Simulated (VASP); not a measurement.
Write the native input for VASP 6.6.1 that does the following.

- Task: single point
- Functional: r2SCAN
- Potentials or basis: VASP PAW PBE potentials, release 64 (Ta_pv, N)
- Cutoff: 520 eV
- k mesh: 14 × 14 × 14
- Occupations: fermi-dirac, width 0.05 eV
- Spin: no spin polarisation
- Dipole correction: no
- Further INCAR settings: ALGO = Normal; EDIFF = 1e-06; NBANDS = 15

TaN:

```xyz
2
Lattice="0.0000 2.2879 2.1790 2.2879 0.0000 2.1790 2.2879 2.2879 0.0000" Properties=species:S:1:pos:R:3 pbc="T T T"
Ta    2.2879    2.2879    2.1790
N     0.0000    0.0000    0.0000
```

One way to write it, as run:

POSCAR

```
TaN
1.0
    0.0000000000      2.2879500000      2.1790000000
    2.2879500000      0.0000000000      2.1790000000
    2.2879500000      2.2879500000      0.0000000000
Ta N
1 1
Direct
    0.5000000000      0.5000000000      0.5000000000
    0.0000000000      0.0000000000      0.0000000000
```

INCAR.step1

```
PREC = Accurate ; ENCUT = 520
ISMEAR = -1 ; SIGMA = 0.05
LREAL = F ; LASPH = T
NELM = 60 ; NBANDS = 15
GGA = PE ; ALGO = Normal
EDIFF = 1E-4 ; LWAVE = T
LCHARG = F
```

INCAR.step2

```
PREC = Accurate ; ENCUT = 520
EDIFF = 1E-6 ; ISMEAR = -1
SIGMA = 0.05 ; LREAL = F
LASPH = T ; NELM = 60
ALGO = Normal ; ISIF = 2
LWAVE = F ; LCHARG = F
METAGGA = R2SCAN ; LMIXTAU = T
NBANDS = 15 ; ISTART = 1
```

KPOINTS

```
Automatic mesh
0
Gamma
  14 14 14
```

Potentials or basis: VASP PAW PBE potentials, release 64 (Ta_pv, N).

The run is started by

```bash
$ cat potpaw_PBE.64/Ta_pv/POTCAR potpaw_PBE.64/N/POTCAR > POTCAR
$ cp INCAR.step1 INCAR
$ mpirun -np 1 vasp_std > vasp.out
$ cp INCAR.step2 INCAR
$ mpirun -np 1 vasp_std > vasp.out
```

Results of the run:

- Pressure: -18.3 GPa
- Band gap on the k mesh: zero (bands 8 and 9 overlap by 3.62 eV)

Caveat: the cell stands under tension; the PAW data sets were made with another functional, which shifts forces and pressure a little; spin-orbit coupling is left out, which moves the levels of the heavy elements.

Wall time 84 s on 1 thread of Intel(R) Xeon(R) 6975P-C (Granite Rapids) (shared host), peak memory 0.21 GiB.
